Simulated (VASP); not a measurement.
# Al2Si (P4_2/mmc) in VASP: notebook, part 2 of 2

VASP 6.6.1. Earlier steps stand in the parts before.

## (3) Single point, PBE

This run uses another cell than the first one, of 20.10 Å³/atom, 1.265 times its volume.

The input, INCAR:

```
PREC = Accurate
ENCUT = 520
EDIFF = 1E-7
ISMEAR = 0
SIGMA = 0.1
LREAL = False
LASPH = True
NELM = 80
ALGO = Fast
ISIF = 2
LWAVE = False
LCHARG = False
GGA = PE
NBANDS = 19
```

The input, KPOINTS:

```
regular mesh
0
Gamma
  4 4 4
```

The input, POSCAR:

```
Al2Si
1.0
    5.0730006351      0.0000000000      0.0000000000
    0.0000000000      5.0730006351      0.0000000000
    0.0000000000      0.0000000000      4.6867054369
Al Si
4 2
Direct
    0.2520041595      0.5000000000      0.0000000000
    0.7479958405      0.5000000000      0.0000000000
    0.5000000000      0.2520041595      0.5000000000
    0.5000000000      0.7479958405      0.5000000000
    0.0000000000      0.5000000000      0.5000000000
    0.5000000000      0.0000000000      0.0000000000
```

Potentials or basis: VASP PAW PBE potentials, release 64 (Al, Si).

Started as:

```sh
cat potpaw_PBE.64/Al/POTCAR potpaw_PBE.64/Si/POTCAR > POTCAR
mpirun -np 1 vasp_std > vasp.out
```

OUTCAR:

```text
PREC = Accurate
   ENCUT = 520
   EDIFF = 1E-7
   ISMEAR = 0
   LREAL = False
   LASPH = True
   NELM = 80
   ISIF = 2
   GGA = PE

 ion  position               nearest neighbor table
   1  0.252  0.500  0.000-   2 2.52   2 2.56   5 2.67   5 2.67   6 2.83   6 2.83   4 2.94   3 2.94
                             4 2.94   3 2.94
   2  0.748  0.500  0.000-   1 2.52   1 2.56   5 2.67   5 2.67   6 2.83   6 2.83   3 2.94   4 2.94
                             3 2.94   4 2.94
   3  0.500  0.252  0.500-   4 2.52   4 2.56   6 2.67   6 2.67   5 2.83   5 2.83   2 2.94   2 2.94
                             1 2.94   1 2.94
   4  0.500  0.748  0.500-   3 2.52   3 2.56   6 2.67   6 2.67   5 2.83   5 2.83   1 2.94   2 2.94
                             2 2.94   1 2.94
   5  0.000  0.500  0.500-   1 2.67   2 2.67   1 2.67   2 2.67   3 2.83   4 2.83   3 2.83   4 2.83

   6  0.500  0.000  0.000-   3 2.67   4 2.67   3 2.67   4 2.67   1 2.83   2 2.83   1 2.83   2 2.83

  LATTYP: Found a simple tetragonal cell.
 ALAT       =     5.0730006351
 C/A-ratio  =     0.9238527203

  Lattice vectors:

 A1 = (   5.0730006351,   0.0000000000,   0.0000000000)
 A2 = (   0.0000000000,   5.0730006351,   0.0000000000)
[... 185 lines left out ...]
 fundamental gap:      0.1274185783
 Fermi energy:         5.6845049719

 k-point     1 :       0.0000    0.0000    0.0000
  band No.  band energies     occupation
      1      -5.3687      2.00000
      2      -1.8275      2.00000
      3       0.8967      2.00000
      4       0.8967      2.00000
      5       1.1871      2.00000
      6       1.7834      2.00000
[... 373 lines left out ...]
      6      -0.6553      2.00000
[... 11 lines left out ...]
     18      10.4077      0.00000
     19      10.5769      0.00000

------------------------ aborting loop because EDIFF is reached ----------------------------------------

  FORCE on cell =-STRESS in cart. coord.  units (eV):
  Direction    XX          YY          ZZ          XY          YZ          ZX
  --------------------------------------------------------------------------------------
  -------------------------------------------------------------------------------------
  Total        0.2170352      0.2170352      0.0579987     -0.0000000      0.0000000      0.0000000
  in kB        2.8829909      2.8829909      0.7704266     -0.0000000      0.0000000      0.0000000
  external PRESSURE =       2.1788028 kB  Pullay stress =       0.0000000 kB

 VOLUME and BASIS-vectors are now :
 -----------------------------------------------------------------------------
  energy-cutoff  :      520.00
  volume of cell :      120.61
      direct lattice vectors                 reciprocal lattice vectors
     5.073000635  0.000000000  0.000000000     0.197121994  0.000000000  0.000000000
     0.000000000  5.073000635  0.000000000     0.000000000  0.197121994  0.000000000
     0.000000000  0.000000000  4.686705437     0.000000000  0.000000000  0.213369501

 POSITION                                       TOTAL-FORCE (eV/Angst)
 -----------------------------------------------------------------------------------
      1.27842      2.53650      0.00000         0.002398      0.000000      0.000000
      3.79458      2.53650      0.00000        -0.002398      0.000000      0.000000
      2.53650      1.27842      2.34335         0.000000      0.002398      0.000000
      2.53650      3.79458      2.34335         0.000000     -0.002398      0.000000
      0.00000      2.53650      2.34335         0.000000      0.000000      0.000000
      2.53650      0.00000      0.00000         0.000000      0.000000      0.000000
 -----------------------------------------------------------------------------------
    total drift:                               -0.000000     -0.000000     -0.000000

  FREE ENERGIE OF THE ION-ELECTRON SYSTEM (eV)
  ---------------------------------------------------
  free  energy   TOTEN  =       -23.7034705588 eV

  energy  without entropy=      -23.6920006015  energy(sigma->0) =      -23.69773558
```

OSZICAR:

```text
N       E                     dE             d eps       ncg     rms          rms(c)
DAV:   1     0.299521273184E+02    0.29952E+02   -0.72989E+03   684   0.844E+02
DAV:   2    -0.218544594017E+02   -0.51807E+02   -0.49592E+02   870   0.120E+02
DAV:   3    -0.240965703246E+02   -0.22421E+01   -0.21854E+01   892   0.223E+01
DAV:   4    -0.241337190040E+02   -0.37149E-01   -0.37136E-01   863   0.348E+00
DAV:   5    -0.241348698517E+02   -0.11508E-02   -0.11508E-02   918   0.607E-01    0.453E+00
RMM:   6    -0.238038250303E+02    0.33104E+00   -0.22795E-01   695   0.156E+00    0.261E+00
RMM:   7    -0.237023406423E+02    0.10148E+00   -0.20653E-01   737   0.167E+00    0.588E-01
RMM:   8    -0.237023780087E+02   -0.37366E-04   -0.24378E-02   785   0.765E-01    0.203E-01
RMM:   9    -0.237031420987E+02   -0.76409E-03   -0.32554E-03   809   0.335E-01    0.111E-01
RMM:  10    -0.237034150110E+02   -0.27291E-03   -0.61815E-04   816   0.154E-01    0.335E-02
RMM:  11    -0.237034606894E+02   -0.45678E-04   -0.20984E-04   823   0.851E-02    0.165E-02
RMM:  12    -0.237034704381E+02   -0.97488E-05   -0.48659E-05   857   0.419E-02    0.685E-03
RMM:  13    -0.237034704546E+02   -0.16419E-07   -0.12017E-05   821   0.181E-02    0.502E-03
RMM:  14    -0.237034705764E+02   -0.12187E-06   -0.37810E-06   880   0.106E-02    0.263E-03
RMM:  15    -0.237034705588E+02    0.17578E-07   -0.83393E-07   648   0.427E-03
   1 F= -.23703471E+02 E0= -.23697736E+02  d E =-.114700E-01
```

stdout:

```text
POSCAR found type information on POSCAR AlSi
 POSCAR found :  2 types and       6 ions
 scaLAPACK will be used
 LDA part: xc-table for (Slater+PW92), standard interpolation
 POSCAR, INCAR and KPOINTS ok, starting setup
 FFT: planning ... GRIDC
 FFT: planning ... GRID_SOFT
 FFT: planning ... GRID
 WAVECAR not read
 entering main loop
```

It took 48 s on 1 thread of Intel Xeon 6975P-C, shared host; peak memory 0.23 GiB.

What came out:

```yaml
Free_energy: -23.7035 eV
Pressure: 0.2 GPa
Band_gap_on_the_k_mesh: zero (band 10 reaches 8.16 eV, above the bottom of band 11 at 5.30 eV)
```

Forces on the atoms (eV/Å):
```
Al   0.002  0.000  0.000
Al  -0.002  0.000  0.000
Al   0.000  0.002  0.000
Al   0.000 -0.002  0.000
Si   0.000  0.000  0.000
Si   0.000  0.000  0.000
```

Stress tensor (GPa, compression positive):
```
0.29 0.00 0.00
0.00 0.29 0.00
0.00 0.00 0.08
```

Levels at points of the mesh, in eV from the Fermi level:
| k point | band 6 | band 7 | band 8 | band 9 | band 10 | band 11 | band 12 | band 13 | band 14 | band 15 |
| --- | --- | --- | --- | --- | --- | --- | --- | --- | --- | --- |
| (0.00, 0.00, 0.00) | -3.90 | -3.89 | -1.29 | -0.10 | 0.06 | 0.06 | 1.36 | 1.84 | 1.84 | 2.19 |
| (0.50, 0.00, 0.00) | -3.20 | -2.74 | -2.36 | -1.91 | -1.00 | 0.85 | 0.93 | 2.20 | 2.45 | 2.64 |
| (0.50, 0.50, 0.00) | -2.63 | -2.63 | -2.28 | -1.87 | -1.87 | 1.01 | 2.07 | 2.07 | 2.26 | 2.31 |
| (0.00, 0.00, 0.50) | -3.74 | -2.55 | -2.55 | -2.31 | -2.31 | 2.59 | 2.59 | 2.91 | 2.91 | 3.33 |
| (0.50, 0.00, 0.50) | -3.47 | -3.47 | -1.45 | -0.92 | -0.32 | 0.42 | 1.28 | 2.55 | 3.70 | 4.08 |
| (0.50, 0.50, 0.50) | -6.34 | -2.34 | -2.34 | 2.47 | 2.47 | 3.50 | 3.50 | 3.57 | 3.57 | 4.20 |

## (4) Relaxation of cell and atoms, PBE

The input, INCAR:

```
SYSTEM = Al2Si
PREC = Accurate ; ENCUT = 600
EDIFF = 1E-6 ; ISMEAR = 0
SIGMA = 0.1 ; LREAL = .False.
LASPH = .True. ; NELM = 60
ALGO = Fast ; ISIF = 3
LWAVE = .False. ; LCHARG = .False.
GGA = PE ; IBRION = 2
NSW = 90 ; EDIFFG = -0.04
```

The input, KPOINTS:

```
regular mesh
0
Gamma
  4 4 4
  0 0 0
```

The input, POSCAR:

```
Al2Si
1.0
    4.6067010000      0.0000000000      0.0000000000
    0.0000000000      4.6067010000      0.0000000000
    0.0000000000      0.0000000000      4.4932851900
Al Si
4 2
Direct
    0.2821082700      0.5000000000      0.0000000000
    0.7178917300      0.5000000000      0.0000000000
    0.5000000000      0.2821082700      0.5000000000
    0.5000000000      0.7178917300      0.5000000000
    0.0000000000      0.5000000000      0.5000000000
    0.5000000000      0.0000000000      0.0000000000
```

Started as:

```sh
cat potpaw_PBE.64/Al/POTCAR potpaw_PBE.64/Si/POTCAR > POTCAR
mpirun -np 1 vasp_std > vasp.out
```

Run time: 2.7 min. Hardware: 1 thread of Intel Xeon 6975P-C, shared host; peak memory 0.24 GiB.

Results (log left out):

* Free energy: -23.7029 eV
* Relaxed volume: 20.16 Å³/atom
* Relaxed cell: a = 5.079 Å, b = 5.079 Å, c = 4.690 Å, α = 90.00°, β = 90.00°, γ = 90.00°
* Space group after relaxing (to 0.05 Å): P4_2/mmc (No. 131)
* Energy gained by relaxing: 620.9 meV/atom
* Ionic steps: 8
* Pressure after relaxing: 0.0 GPa
* Band gap on the k mesh: zero (band 10 reaches 8.12 eV, above the bottom of band 11 at 5.27 eV)

Stress tensor (GPa, compression positive):
```
 0.10  0.00  0.00
 0.00  0.10  0.00
 0.00  0.00 -0.08
```

The path:
| step | energy change (eV) | largest force (eV/Å) | pressure (GPa) | volume (Å³) |
| --- | --- | --- | --- | --- |
| 1 | 0.0000 | 7.7448 | 30.25 | 95.36 |
| 2 | -0.6409 | 5.3172 | -1.51 | 142.66 |
| 3 | -3.4686 | 1.5819 | 3.58 | 114.27 |
| 4 | -3.4898 | 1.3592 | 4.20 | 113.23 |
| 5 | -3.5000 | 1.0944 | 4.97 | 112.04 |
| 6 | -3.7239 | 0.0792 | -0.31 | 121.65 |
| 7 | -3.7239 | 0.0890 | -0.26 | 121.53 |
| 8 | -3.7252 | 0.0012 | 0.04 | 120.98 |

Final structure:
```
CELL_PARAMETERS angstrom
5.07924 0.00000 0.00000
0.00000 5.07924 0.00000
0.00000 0.00000 4.68957
ATOMIC_POSITIONS crystal
Al 0.25205 0.50000 0.00000
Al 0.74795 0.50000 0.00000
Al 0.50000 0.25205 0.50000
Al 0.50000 0.74795 0.50000
Si 0.00000 0.50000 0.50000
Si 0.50000 0.00000 0.00000
```

Levels at points of the mesh, in eV from the Fermi level:
```csv
k point,band 7,band 8,band 9,band 10,band 11,band 12,band 13,band 14
"(0.00, 0.00, 0.00)",-3.89,-1.28,-0.11,0.06,0.06,1.36,1.84,1.84
"(0.50, 0.00, 0.00)",-2.73,-2.36,-1.91,-0.99,0.85,0.93,2.20,2.44
"(0.50, 0.50, 0.00)",-2.62,-2.27,-1.87,-1.87,1.01,2.06,2.06,2.25
"(0.00, 0.00, 0.50)",-2.55,-2.55,-2.31,-2.31,2.58,2.58,2.90,2.90
"(0.50, 0.00, 0.50)",-3.46,-1.45,-0.91,-0.32,0.42,1.28,2.54,3.69
"(0.50, 0.50, 0.50)",-2.33,-2.33,2.46,2.46,3.49,3.49,3.56,3.56
```

Caveat: the volume moved by over 15 % at a fixed basis, so the end points are rough.

## (5) The runs side by side

| task | cell | cutoff (eV) | gap on the mesh (eV) | pressure (GPa) |
| --- | --- | --- | --- | --- |
| single point | a = 4.607, b = 4.607, c = 4.493 Å, 6 atoms | 520 | none | 30.3 |
| single point | a = 5.073, b = 5.073, c = 4.687 Å, 6 atoms | 520 | none | 0.2 |
| relaxation of cell and atoms | relaxed from a = 4.607, b = 4.607, c = 4.493 Å, 6 atoms | 600 | none | 0.0 |

Alike in all rows: level PBE; potentials or basis VASP PAW PBE potentials, release 64 (Al, Si); no spin polarisation; k mesh 4 × 4 × 4; smearing gaussian 0.1 eV.

Caveats: forces of over 1 eV/Å act on the atoms, so gaps and moduli don't describe the material at rest (some runs); the volume moved by over 15 % at a fixed basis, so the end points are rough (some runs).

Absolute energies hang on the potentials; compare differences alone.
